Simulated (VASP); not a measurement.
Write the native input for VASP 6.6.1 that does the following.

- Task: single point
- Functional: PBEsol
- Potentials or basis: VASP PAW PBE potentials, release 64 (Ta_pv, Ru_pv)
- Cutoff: 520 eV
- k mesh: 6 × 6 × 6
- Occupations: gaussian, width 0.05 eV
- Spin: no spin polarisation
- Dipole correction: no
- Further INCAR settings: ALGO = Normal; EDIFF = 1e-06; NBANDS = 20

The structure of TaRu lies in POSCAR:

```
TaRu
1.0
    3.1398418189      0.0000000000      0.0000000000
    0.0000000000      3.1398418189      0.0000000000
    0.0000000000      0.0000000000      3.1398418189
Ta Ru
1 1
Direct
    0.5000000000      0.5000000000      0.5000000000
    0.0000000000      0.0000000000      0.0000000000
```

The input as run:

INCAR

```
SYSTEM = TaRu
PREC = Accurate ; ENCUT = 520
EDIFF = 1E-6 ; ISMEAR = 0
SIGMA = 0.05 ; LREAL = .False.
LASPH = .True. ; NELM = 100
ALGO = Normal ; ISIF = 2
LWAVE = .False. ; LCHARG = .True.
GGA = PS ; LELF = .True.
LVHAR = .True. ; NBANDS = 20
```

KPOINTS

```
Automatic mesh
0
Gamma
  6 6 6
  0 0 0
```

Potentials or basis: VASP PAW PBE potentials, release 64 (Ta_pv, Ru_pv).

Run with:

```sh
$ cat potpaw_PBE.64/Ta_pv/POTCAR potpaw_PBE.64/Ru_pv/POTCAR > POTCAR
$ mpirun -np 1 vasp_std > vasp.out
```

It gave:

```json
{
 "Pressure": "0.1 GPa"
}
```

Caveat: the PAW data sets were made with another functional, which shifts forces and pressure a little.

Run time: 19 s on 1 thread of Intel Xeon 6975P-C, on a shared host, peak memory 0.14 GiB.
